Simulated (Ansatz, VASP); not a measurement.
**One calculation of Al, two programs**

File INCAR:

```
SYSTEM = Al
PREC = Accurate
ENCUT = 520
EDIFF = 1E-6
ISMEAR = 0
SIGMA = 0.15
LREAL = .FALSE.
LASPH = .TRUE.
NELM = 100
ALGO = Normal
ISIF = 2
LWAVE = .FALSE.
LCHARG = .FALSE.
GGA = PE
IVDW = 12
NBANDS = 14
```

The input KPOINTS:

```
Automatic mesh
0
G
  18 18 6
  0 0 0
```

Contents of POSCAR:

```
Al
1.0
    2.7818825065      0.0000000000      0.0000000000
   -1.3909412532      2.4091809209      0.0000000000
    0.0000000000      0.0000000000      8.7047885510
Al
4
Direct
    0.0000000000      0.0000000000      0.0000000000
    0.3333333333      0.6666666667      0.2500000000
    0.0000000000      0.0000000000      0.5000000000
    0.6666666667      0.3333333333      0.7500000000
```

Input for Ansatz:

```yaml
crystal:
  lattice:
    - [2.7818825065, 0.0, 0.0]
    - [-1.3909412532, 2.4091809209, 0.0]
    - [0.0, 0.0, 8.704788551]
  atoms:
    - { symbol: Al, position: [0.0, 0.0, 0.0] }
    - { symbol: Al, position: [0.3333333333, 0.6666666667, 0.25] }
    - { symbol: Al, position: [0.0, 0.0, 0.5] }
    - { symbol: Al, position: [0.6666666667, 0.3333333333, 0.75] }
basis:
  ecutwfc: 420
kpoints:
  mp_grid: { grid: [18, 18, 6] }
hamiltonian:
  xc: pbe
  dispersion: d3bj
scf:
  occupations: { method: gaussian, width: 0.15 }
output:
  forces: true
  stress: true
  eigenvalues: true
```

Alike in both runs: task single point; functional PBE; dispersion D3(BJ); k mesh 18 × 18 × 6; occupations gaussian, width 0.15 eV; no spin polarisation.

|  | VASP | Ansatz |
| --- | --- | --- |
| version | VASP 6.6.1 | Ansatz 0.2.0 |
| potentials or method | VASP PAW PBE potentials, release 64 (Al), cutoff 520 eV | scalar-relativistic, plane waves, PAW |
| valence electrons in the cell | 12 | 12 |

|  | VASP | Ansatz | Ansatz less VASP |
| --- | --- | --- | --- |
| gap on the k mesh at the Fermi level (eV) | none | none | - |
| pressure (GPa) | 8.8 | 8.8 | +0.03 |
| traceless stress, the component that is largest in VASP (GPa) | 3.96 | 3.96 | -0.002 |

A gap of «none» marks a metal or a gap that the smearing closes.
